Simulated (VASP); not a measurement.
A run of VASP 6.6.1 is set up as follows.

POSCAR

```
SiO2
1.0
    4.4964431302      0.0000000000      0.0000000000
    0.0000000000      4.4964431302      0.0000000000
    0.0000000000      0.0000000000      2.9676524660
Si O
2 4
Direct
    0.0000000000      0.0000000000      0.0000000000
    0.5000000000      0.5000000000      0.5000000000
    0.3050000000      0.3050000000      0.0000000000
    0.6950000000      0.6950000000      0.0000000000
    0.8050000000      0.1950000000      0.5000000000
    0.1950000000      0.8050000000      0.5000000000
```

INCAR.step1

```
SYSTEM = SiO2
PREC = Accurate
ENCUT = 600
ISMEAR = -1
SIGMA = 0.08
LREAL = .False.
LASPH = .True.
NELM = 80
GGA = PE
ALGO = Normal
EDIFF = 1E-4
LWAVE = .True.
LCHARG = .False.
```

Contents of INCAR.step2:

```
SYSTEM = SiO2
PREC = Accurate
ENCUT = 600
EDIFF = 1E-6
ISMEAR = -1
SIGMA = 0.08
LREAL = .False.
LASPH = .True.
NELM = 80
ALGO = Normal
ISIF = 3
LWAVE = .False.
LCHARG = .False.
METAGGA = R2SCAN
LMIXTAU = .True.
IBRION = 2
NSW = 60
EDIFFG = -0.005
ISTART = 1
```

KPOINTS

```
Automatic mesh
0
Gamma
  8 8 11
  0 0 0
```

Potentials or basis: VASP PAW PBE potentials, release 64 (Si, O).

Run with:

```bash
$ cat potpaw_PBE.64/Si/POTCAR potpaw_PBE.64/O/POTCAR > POTCAR
$ cp INCAR.step1 INCAR
$ mpirun -np 1 vasp_std > vasp.out
$ cp INCAR.step2 INCAR
$ mpirun -np 1 vasp_std > vasp.out
```

**Question.** Predict the band gap on the k mesh.

**Answer.** 6.51 eV.

**Question.** What does it give for the relaxed cell?

**Answer.** a = 4.181 Å, b = 4.181 Å, c = 2.672 Å, α = 90.00°, β = 90.00°, γ = 90.00°.

**Question.** Predict the relaxed volume.

**Answer.** 7.79 Å³/atom.

Step by step:
```tsv
step	energy change (eV)	largest force (eV/Å)	pressure (GPa)	volume (Å³)
1	0.0000	0.8969	-50.65	60.00
2	1.5803	4.7563	151.14	36.47
3	-2.7050	0.2501	-5.31	47.61
4	-2.7158	0.3497	-1.75	47.12
5	-2.7168	0.3998	0.07	46.88
6	-2.7235	0.1902	-0.20	46.72
7	-2.7264	0.0148	-0.15	46.78
8	-2.7268	0.0025	-0.02	46.73
9	-2.7268	0.0017	0.02	46.72
```

Caveat: the volume moved by over 15 % at a fixed basis, so the end points are rough; the PAW data sets were made with another functional, which shifts forces and pressure a little; an odd mesh through Γ misses points on the zone boundary, where band edges can lie.
